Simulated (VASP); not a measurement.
A run of VASP 6.6.1 is set up as follows.

INCAR

```
PREC = Accurate
ENCUT = 520
EDIFF = 1E-7
ISMEAR = -1
SIGMA = 0.1
LREAL = F
LASPH = T
NELM = 80
ALGO = Normal
ISIF = 2
LWAVE = F
LCHARG = F
GGA = PE
NBANDS = 30
```

The input KPOINTS:

```
regular mesh
0
Gamma
  4 4 4
```

POSCAR

```
YNi2Te2
1.0
    0.0000000000      4.6252760000      0.0000000000
    4.6252760000      0.0000000000      0.0000000000
    2.3126380000      2.3126380000     -5.3844780000
Y Ni Te
1 2 2
Direct
    0.0000000000      0.0000000000      0.0000000000
    0.7500000000      0.2500000000      0.5000000000
    0.2500000000      0.7500000000      0.5000000000
    0.3710000000      0.3710000000      0.2580000000
    0.6290000000      0.6290000000      0.7420000000
```

Potentials or basis: VASP PAW PBE potentials, release 64 (Y_sv, Ni, Te).

Launch:

```console
$ cat potpaw_PBE.64/Y_sv/POTCAR potpaw_PBE.64/Ni/POTCAR potpaw_PBE.64/Te/POTCAR > POTCAR
$ mpirun -np 1 vasp_std > vasp.out
```

(1) What does it give for the largest force?

(2) Estimate the pressure.

## Answers

(1) 2.803 eV/Å.

(2) -6.4 GPa.

Caveat: the k points lie up to 0.37 Å⁻¹ apart; forces of over 1 eV/Å act on the atoms, so gaps and moduli don't describe the material at rest.
